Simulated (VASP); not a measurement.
# BaTe (Fm-3m) in VASP: notebook

BaTe is run at these levels: r2SCAN; tasks: single point, relaxation of cell and atoms.

All numbers are computed with VASP 6.6.1; they aren't measurements. Logs are shortened: lines on timing, memory, paths and dates and some standing lists are left out, and cuts for length are marked.

## (1) The cell of the first run

It takes space group Fm-3m (No. 225, cubic). Conventional cell: a = 7.062 Å, b = 7.062 Å, c = 7.062 Å, α = 90.00°, β = 90.00°, γ = 90.00°. Within 4.6 Å of Ba (site symmetry m-3m) lie 6 Te at 3.53 Å. Within 4.6 Å of Te (site symmetry m-3m) lie 6 Ba at 3.53 Å.

## (2) Single point, r2SCAN

The input, POSCAR:

```
BaTe
1.0
    0.0000000000      3.5312208308      3.5312208308
    3.5312208308      0.0000000000      3.5312208308
    3.5312208308      3.5312208308      0.0000000000
Ba Te
1 1
Direct
    0.0000000000      0.0000000000      0.0000000000
    0.5000000000      0.5000000000      0.5000000000
```

The input, INCAR.step1:

```
SYSTEM = BaTe
ALGO = Normal
EDIFF = 1E-4
ENCUT = 520
GGA = PE
ISMEAR = 0
LASPH = .True.
LCHARG = .False.
LREAL = .False.
LWAVE = .True.
NBANDS = 15
NELM = 100
PREC = Accurate
SIGMA = 0.02
```

The input, INCAR.step2:

```
SYSTEM = BaTe
ALGO = Normal
EDIFF = 1E-6
ENCUT = 520
ISIF = 2
ISMEAR = 0
ISTART = 1
LASPH = .True.
LCHARG = .False.
LMIXTAU = .True.
LREAL = .False.
LWAVE = .False.
METAGGA = R2SCAN
NBANDS = 15
NELM = 100
PREC = Accurate
SIGMA = 0.02
```

The input, KPOINTS:

```
k-points
0
Gamma
  8 8 8
  0 0 0
```

Potentials or basis: VASP PAW PBE potentials, release 64 (Ba_sv, Te).

The run is started by

```
> cat potpaw_PBE.64/Ba_sv/POTCAR potpaw_PBE.64/Te/POTCAR > POTCAR
> cp INCAR.step1 INCAR
> mpirun -np 1 vasp_std > vasp.out
> cp INCAR.step2 INCAR
> mpirun -np 1 vasp_std > vasp.out
```

OUTCAR:

```text
SYSTEM = BaTe
   EDIFF = 1E-6
   ENCUT = 520
   ISIF = 2
   ISMEAR = 0
   ISTART = 1
   LASPH = .True.
   LREAL = .False.
   METAGGA = R2SCAN
   NELM = 100
   PREC = Accurate

 ion  position               nearest neighbor table
   1  0.000  0.000  0.000-   2 3.53   2 3.53   2 3.53   2 3.53   2 3.53   2 3.53
   2  0.500  0.500  0.500-   1 3.53   1 3.53   1 3.53   1 3.53   1 3.53   1 3.53

  LATTYP: Found a face centered cubic cell.
 ALAT       =     7.0624416616

  Lattice vectors:

 A1 = (   0.0000000000,   3.5312208308,   3.5312208308)
 A2 = (   3.5312208308,   0.0000000000,   3.5312208308)
 A3 = (   3.5312208308,   3.5312208308,   0.0000000000)

Analysis of symmetry for initial positions (statically):
=====================================================================
 Subroutine PRICEL returns:
 Original cell was already a primitive cell.

 Routine SETGRP: Setting up the symmetry group for a
 face centered cubic supercell.

 Subroutine GETGRP returns: Found 48 space group operations
 (whereof 48 operations were pure point group operations)
 out of a pool of 48 trial point group operations.

The static configuration has the point symmetry O_h .

Analysis of symmetry for dynamics (positions and initial velocities):
=====================================================================
 Subroutine PRICEL returns:
 Original cell was already a primitive cell.

 Routine SETGRP: Setting up the symmetry group for a
 face centered cubic supercell.

 Subroutine GETGRP returns: Found 48 space group operations
 (whereof 48 operations were pure point group operations)
 out of a pool of 48 trial point group operations.

The dynamic configuration has the point symmetry O_h .

 Subroutine INISYM returns: Found 48 space group operations
 (whereof 48 operations are pure point group operations),
 and found     1 'primitive' translations

----------------------------------------------------------------------------------------

                                     Primitive cell

  volume of cell :      88.0653

  direct lattice vectors                    reciprocal lattice vectors
     0.000000000  3.531220831  3.531220831    -0.141594090  0.141594090  0.141594090
     3.531220831  0.000000000  3.531220831     0.141594090 -0.141594090  0.141594090
     3.531220831  3.531220831  0.000000000     0.141594090  0.141594090 -0.141594090

  length of vectors
     4.993900391  4.993900391  4.993900391     0.245248158  0.245248158  0.245248158

  position of ions in fractional coordinates (direct lattice)
     0.000000000  0.000000000  0.000000000
     0.500000000  0.500000000  0.500000000

  ion indices of the primitive-cell ions
   primitive index   ion index
                 1           1
                 2           2

----------------------------------------------------------------------------------------

 KPOINTS: k-points

Automatic generation of k-mesh.
 Grid dimensions read from file:
 generate k-points for:    8    8    8

 Generating k-lattice:

  Cartesian coordinates                     Fractional coordinates (reciprocal lattice)
    -0.017699261  0.017699261  0.017699261     0.125000000  0.000000000  0.000000000
     0.017699261 -0.017699261  0.017699261     0.000000000  0.125000000  0.000000000
     0.017699261  0.017699261 -0.017699261     0.000000000  0.000000000  0.125000000

  Length of vectors
     0.030656020  0.030656020  0.030656020

  Shift w.r.t. Gamma in fractional coordinates (k-lattice)
     0.000000000  0.000000000  0.000000000

 Subroutine IBZKPT returns following result:
 ===========================================

 Found     29 irreducible k-points:

 Following reciprocal coordinates:
            Coordinates               Weight
  0.000000  0.000000  0.000000      1.000000
  0.125000  0.000000  0.000000      8.000000
  0.250000  0.000000  0.000000      8.000000
  0.375000  0.000000  0.000000      8.000000
  0.500000  0.000000  0.000000      4.000000
  0.125000  0.125000  0.000000      6.000000
[... 16 lines left out ...]
  0.500000  0.250000  0.125000     48.000000
 -0.375000  0.250000  0.125000     24.000000
 [... further k-points ...]
   k-points           NKPTS =     29   k-points in BZ     NKDIM =     29   number of bands    NBANDS=     15
   number of dos      NEDOS =    301   number of ions     NIONS =      2
   total plane-waves  NPLWV =  64000
   dimension x,y,z NGX =    40 NGY =   40 NGZ =   40
   dimension x,y,z NGXF=    80 NGYF=   80 NGZF=   80
   ions per type =               1   1
   NGX,Y,Z   is equivalent  to a cutoff of  13.32, 13.32, 13.32 a.u.
   NGXF,Y,Z  is equivalent  to a cutoff of  26.63, 26.63, 26.63 a.u.
 SYSTEM =  BaTe
   PREC   = accura    normal or accurate (medium, high low for compatibility)
   ISTART =      1    job   : 0-new  1-cont  2-samecut
   ICHARG =      0    charge: 1-file 2-atom 10-const
   ISPIN  =      1    spin polarized calculation?
   LNONCOLLINEAR =      F non collinear calculations
   LSORBIT =      F    spin-orbit coupling
   LASPH  =      T    aspherical Exc in radial PAW
   ENCUT  =  520.0 eV  38.22 Ry    6.18 a.u.   9.29  9.29  9.29*2*pi/ulx,y,z
   NELM   =    100;   NELMIN=  2; NELMDL=  0     # of ELM steps
   EDIFF  = 0.1E-05   stopping-criterion for ELM
   LREAL  =      F    real-space projection
[... 7 lines left out ...]
   TEBEG  =    0.0;   TEEND  =   0.0 temperature during run
   PSTRESS=    0.0 pullay stress
   NELECT =      16.0000    total number of electrons
   NUPDOWN=      -1.0000    fix difference up-down
   EMIN   =  10.00;   EMAX   =-10.00  energy-range for DOS
   EFERMI =   0.00;   METHOD = LEGACY
   ISMEAR =     0;   SIGMA  =   0.02  broadening in eV -4-tet -1-fermi 0-gaus
   EFERMI_NEDOS =   21; number of points for ismear=-14 and -15
   IALGO  =     38    algorithm
   IMIX   =      4    mixing-type and parameters
     AMIX     =   0.40;   BMIX     =  1.00
     AMIX_MAG =   1.60;   BMIX_MAG =  1.00
  volume/ion in A,a.u.               =      44.03       297.15
  Fermi-wavevector in a.u.,A,eV,Ry     =   0.927214  1.752180 11.697278  0.859726
  Thomas-Fermi vector in A             =   2.053260
   LORBIT       =      0    0 simple, 1 ext, 2 COOP (PROOUT), +10 PAW based schemes
   METAGGA = R2SCAN    functional components
   LHFCALC =     F    Hartree Fock is set to
   AEXX    =    0.0000 exact exchange contribution
   IVDW    =     0    specifies the selected vdW correction
   LEPSILON=     F    determine dielectric tensor
   LRPA    =     F    only Hartree local field effects (RPA)
 non-spin polarized calculation
 Gauss-broadening in eV      SIGMA  =   0.02
  energy-cutoff  :      520.00
  volume of cell :       88.07
 maximum number of plane-waves:      2421
 NGX is ok and might be reduce to    40
   NGX = 19   NGY = 19   NGZ = 19

 number of electron      16.0000000 magnetization

 Free energy of the ion-electron system (eV)
  ---------------------------------------------------
  ext. energy  EPLUGINS =         0.00000000
  ---------------------------------------------------
  free energy    TOTEN  =       -56.02849751 eV

  energy without entropy =      -56.02849751  energy(sigma->0) =      -56.02849751

 E-fermi :   1.9965     XC(G=0):  -8.5183

 val. band max:        1.8990444853   @ k =   0.0000   0.0000   0.0000
 cond. band min:       3.8287204370   @ k =   0.5000   0.5000   0.0000
 fundamental gap:      1.9296759517
 Fermi energy:         1.9965185832

 k-point     1 :       0.0000    0.0000    0.0000
  band No.  band energies     occupation
      1     -25.9828      2.00000
      2     -10.7046      2.00000
      3     -10.7046      2.00000
      4     -10.7046      2.00000
      5      -7.8565      2.00000
      6       1.8990      2.00000
      7       1.8990      2.00000
      8       1.8990      2.00000
      9       5.2565      0.00000
     10       5.2565      0.00000
     11       5.2565      0.00000
     12       5.3719      0.00000
     13       5.9164      0.00000
     14       5.9164      0.00000
     15       9.3904      0.00000

 k-point     2 :       0.1250    0.0000    0.0000
  band No.  band energies     occupation
      1     -25.9811      2.00000
      2     -10.7697      2.00000
      3     -10.7060      2.00000
      4     -10.7060      2.00000
      5      -7.7489      2.00000
      6       1.4299      2.00000
      7       1.6847      2.00000
      8       1.6847      2.00000
      9       5.2844      0.00000
     10       5.4537      0.00000
     11       5.4537      0.00000
     12       5.9926      0.00000
     13       6.3465      0.00000
     14       6.3465      0.00000
     15       9.8826      0.00000

 k-point     3 :       0.2500    0.0000    0.0000
  band No.  band energies     occupation
      1     -25.9768      2.00000
      2     -10.9124      2.00000
      3     -10.7093      2.00000
      4     -10.7093      2.00000
      5      -7.4985      2.00000
      6       0.6109      2.00000
      7       1.2733      2.00000
      8       1.2733      2.00000
      9       5.4547      0.00000
     10       5.9808      0.00000
     11       5.9808      0.00000
     12       7.2038      0.00000
     13       7.4209      0.00000
     14       7.4209      0.00000
     15      10.6586      0.00000
[... 343 lines left out ...]
 k-point    23 :       0.5000    0.2500    0.1250
  band No.  band energies     occupation
      1     -25.9702      2.00000
      2     -10.9790      2.00000
      3     -10.7740      2.00000
      4     -10.7302      2.00000
      5      -7.3485      2.00000
      6       0.1914      2.00000
      7       0.9291      2.00000
      8       1.1365      2.00000
      9       5.3917      0.00000
     10       6.8946      0.00000
     11       7.1998      0.00000
     12       7.3646      0.00000
     13       8.0055      0.00000
     14       9.6699      0.00000
     15       9.8664      0.00000

 k-point    24 :      -0.3750    0.2500    0.1250
  band No.  band energies     occupation
      1     -25.9688      2.00000
      2     -11.0027      2.00000
      3     -10.7759      2.00000
      4     -10.7389      2.00000
      5      -7.3062      2.00000
      6       0.1492      2.00000
      7       0.9020      2.00000
      8       0.9388      2.00000
      9       6.0200      0.00000
     10       6.2974      0.00000
     11       7.5617      0.00000
     12       7.8507      0.00000
     13       8.3486      0.00000
     14       9.1619      0.00000
     15      10.4590      0.00000

 [... further k-points ...]
[... 5 lines left out ...]
  --------------------------------------------------------------------------------------
  -------------------------------------------------------------------------------------
  Total        0.1804664      0.1804664      0.1804664      0.0000000      0.0000000     -0.0000000
  in kB        3.2832383      3.2832383      3.2832383      0.0000000      0.0000000     -0.0000000
  external PRESSURE =       3.2832383 kB  Pullay stress =       0.0000000 kB

 VOLUME and BASIS-vectors are now :
 -----------------------------------------------------------------------------
  energy-cutoff  :      520.00
  volume of cell :       88.07
      direct lattice vectors                 reciprocal lattice vectors
     0.000000000  3.531220831  3.531220831    -0.141594090  0.141594090  0.141594090
     3.531220831  0.000000000  3.531220831     0.141594090 -0.141594090  0.141594090
     3.531220831  3.531220831  0.000000000     0.141594090  0.141594090 -0.141594090

 POSITION                                       TOTAL-FORCE (eV/Angst)
 -----------------------------------------------------------------------------------
      0.00000      0.00000      0.00000         0.000000     -0.000000      0.000000
      3.53122      3.53122      3.53122        -0.000000      0.000000     -0.000000
 -----------------------------------------------------------------------------------
    total drift:                                0.000000     -0.000000     -0.000000

  FREE ENERGIE OF THE ION-ELECTRON SYSTEM (eV)
  ---------------------------------------------------
  free  energy   TOTEN  =       -56.0284975087 eV

  energy  without entropy=      -56.0284975087  energy(sigma->0) =      -56.02849751
```

Wall time 1.7 min (1 thread of Intel Xeon 6975P-C (Granite Rapids), shared host); peak memory 0.27 GiB.

Results:

```
Free energy            : -56.0285 eV
Pressure               : 0.3 GPa
Band gap on the k mesh : 1.93 eV, indirect (least direct gap 2.32 eV)
```

Caveat: the PAW data sets were made with another functional, which shifts forces and pressure a little; spin-orbit coupling is left out, which moves the levels of the heavy elements. A k mesh can miss the band edges.

## (3) Relaxation of cell and atoms, r2SCAN

This run uses another cell than the first one, of 39.65 Å³/atom, 0.901 times its volume.

The input, POSCAR:

```
BaTe
1.0
    0.0000000000      3.4100000000      3.4100000000
    3.4100000000      0.0000000000      3.4100000000
    3.4100000000      3.4100000000      0.0000000000
Ba Te
1 1
Direct
    0.0000000000      0.0000000000      0.0000000000
    0.5000000000      0.5000000000      0.5000000000
```

The input, INCAR.step1:

```
SYSTEM = BaTe
  PREC = Accurate
  ENCUT = 600
  ISMEAR = 0
  SIGMA = 0.02
  LREAL = .False.
  LASPH = .True.
  NELM = 100
  GGA = PE
  ALGO = Normal
  EDIFF = 1E-4
  LWAVE = .True.
  LCHARG = .False.
```

The input, INCAR.step2:

```
SYSTEM = BaTe
  PREC = Accurate
  ENCUT = 600
  EDIFF = 1E-7
  ISMEAR = 0
  SIGMA = 0.02
  LREAL = .False.
  LASPH = .True.
  NELM = 100
  ALGO = Normal
  ISIF = 3
  LWAVE = .False.
  LCHARG = .False.
  METAGGA = R2SCAN
  LMIXTAU = .True.
  IBRION = 2
  NSW = 100
  EDIFFG = -0.005
  ISTART = 1
```

The input, KPOINTS:

```
Automatic mesh
0
Gamma
  8 8 8
  0 0 0
```

Potentials or basis: VASP PAW PBE potentials, release 64 (Ba_sv, Te).

The run is started by

```
> cat potpaw_PBE.64/Ba_sv/POTCAR potpaw_PBE.64/Te/POTCAR > POTCAR
> cp INCAR.step1 INCAR
> mpirun -np 1 vasp_std > vasp.out
> cp INCAR.step2 INCAR
> mpirun -np 1 vasp_std > vasp.out
```

Run time: 6.7 min. Hardware: 1 thread of Intel Xeon 6975P-C (Granite Rapids), shared host; peak memory 0.29 GiB.

Results (log left out):

```
Free energy                            : -56.0294 eV
Relaxed volume                         : 44.48 Å³/atom
Relaxed cell                           : a = 5.011 Å, b = 5.011 Å, c = 5.011 Å, α = 60.00°, β = 60.00°, γ = 60.00°
Space group after relaxing (to 0.05 Å) : Fm-3m (No. 225)
Energy gained by relaxing              : 61.2 meV/atom
Ionic steps                            : 5
Pressure after relaxing                : 0.0 GPa
Band gap on the k mesh                 : 1.95 eV, indirect (least direct gap 2.34 eV)
```

Step by step:
```tsv
step	energy change (eV)	largest force (eV/Å)	pressure (GPa)	volume (Å³)
1	0.0000	0.0000	4.50	79.30
2	-0.1080	0.0000	-1.17	92.80
3	-0.1225	0.0000	0.02	88.92
4	-0.1224	0.0000	-0.05	89.12
5	-0.1225	0.0000	0.01	88.96
```

Final structure:
```xyz
2
Lattice="0.0000 3.5431 3.5431 3.5431 0.0000 3.5431 3.5431 3.5431 0.0000" Properties=species:S:1:pos:R:3 pbc="T T T"
Ba    0.0000    0.0000    0.0000
Te    3.5431    3.5431    3.5431
```

Levels at points of the mesh, in eV from the valence-band top:
| k point | band 4 | band 5 | band 6 | band 7 | band 8 | band 9 | band 10 | band 11 | band 12 |
| --- | --- | --- | --- | --- | --- | --- | --- | --- | --- |
| (0.00, 0.00, 0.00) | -12.63 | -9.73 | 0.00 | 0.00 | 0.00 | 3.36 | 3.36 | 3.36 | 3.43 |
| (0.50, 0.00, 0.00) | -12.64 | -9.06 | -2.12 | -1.05 | -1.05 | 4.59 | 5.17 | 5.33 | 5.33 |
| (0.50, 0.50, 0.00) | -12.70 | -9.53 | -1.13 | -0.39 | -0.39 | 1.95 | 4.89 | 5.19 | 6.06 |

Caveat: the PAW data sets were made with another functional, which shifts forces and pressure a little; spin-orbit coupling is left out, which moves the levels of the heavy elements; the volume moved by +12 % from the deposited cell, more than functionals usually miss.

## (4) Single point, r2SCAN

The input, POSCAR:

```
BaTe
1.0
    0.0000000000      3.5312208308      3.5312208308
    3.5312208308      0.0000000000      3.5312208308
    3.5312208308      3.5312208308      0.0000000000
Ba Te
1 1
Direct
    0.0000000000      0.0000000000      0.0000000000
    0.5000000000      0.5000000000      0.5000000000
```

The input, INCAR.step1:

```
SYSTEM = BaTe
PREC = Accurate
ENCUT = 520
ISMEAR = 0
SIGMA = 0.05
LREAL = .False.
LASPH = .True.
NELM = 100
NBANDS = 15
GGA = PE
ALGO = Normal
EDIFF = 1E-4
LWAVE = .True.
LCHARG = .False.
```

The input, INCAR.step2:

```
SYSTEM = BaTe
PREC = Accurate
ENCUT = 520
EDIFF = 1E-6
ISMEAR = 0
SIGMA = 0.05
LREAL = .False.
LASPH = .True.
NELM = 100
ALGO = Normal
ISIF = 2
LWAVE = .False.
LCHARG = .True.
METAGGA = R2SCAN
LMIXTAU = .True.
LELF = .True.
LVHAR = .True.
NBANDS = 15
ISTART = 1
```

The input, KPOINTS:

```
regular mesh
0
Gamma
  8 8 8
  0 0 0
```

The run is started by

```
> cat potpaw_PBE.64/Ba_sv/POTCAR potpaw_PBE.64/Te/POTCAR > POTCAR
> cp INCAR.step1 INCAR
> mpirun -np 1 vasp_std > vasp.out
> cp INCAR.step2 INCAR
> mpirun -np 1 vasp_std > vasp.out
```

Wall time 1.8 min (1 thread of Intel Xeon 6975P-C (Granite Rapids), shared host); peak memory 0.27 GiB.

Results (log left out):

```
Free energy            : -56.0285 eV
Pressure               : 0.3 GPa
Band gap on the k mesh : 1.93 eV, indirect (least direct gap 2.32 eV)
```

Levels at points of the mesh, in eV from the valence-band top:
```tsv
k point	band 5	band 6	band 7	band 8	band 9	band 10	band 11	band 12
(0.00, 0.00, 0.00)	-9.76	0.00	0.00	0.00	3.36	3.36	3.36	3.47
(0.50, 0.00, 0.00)	-9.05	-2.15	-1.07	-1.07	4.61	5.20	5.35	5.35
(0.50, 0.50, 0.00)	-9.55	-1.14	-0.39	-0.39	1.93	4.90	5.24	6.10
```

Caveat: the PAW data sets were made with another functional, which shifts forces and pressure a little; spin-orbit coupling is left out, which moves the levels of the heavy elements.

## (5) The runs side by side

| task | cell | cutoff (eV) | smearing | gap on the mesh (eV) | pressure (GPa) |
| --- | --- | --- | --- | --- | --- |
| single point | a = 4.994 Å, angles 60.0°, 2 atoms | 520 | gaussian 0.02 eV | 1.93 | 0.3 |
| relaxation of cell and atoms | relaxed from a = 4.822 Å, angles 60.0°, 2 atoms | 600 | gaussian 0.02 eV | 1.95 | 0.0 |
| single point | a = 4.994 Å, angles 60.0°, 2 atoms | 520 | gaussian 0.05 eV | 1.93 | 0.3 |

Alike in all rows: level r2SCAN; potentials or basis VASP PAW PBE potentials, release 64 (Ba_sv, Te); no spin polarisation; k mesh 8 × 8 × 8.

Caveats: the PAW data sets were made with another functional, which shifts forces and pressure a little; spin-orbit coupling is left out, which moves the levels of the heavy elements; the volume moved by +12 % from the deposited cell, more than functionals usually miss (some runs).

Absolute energies hang on the potentials; compare differences alone.
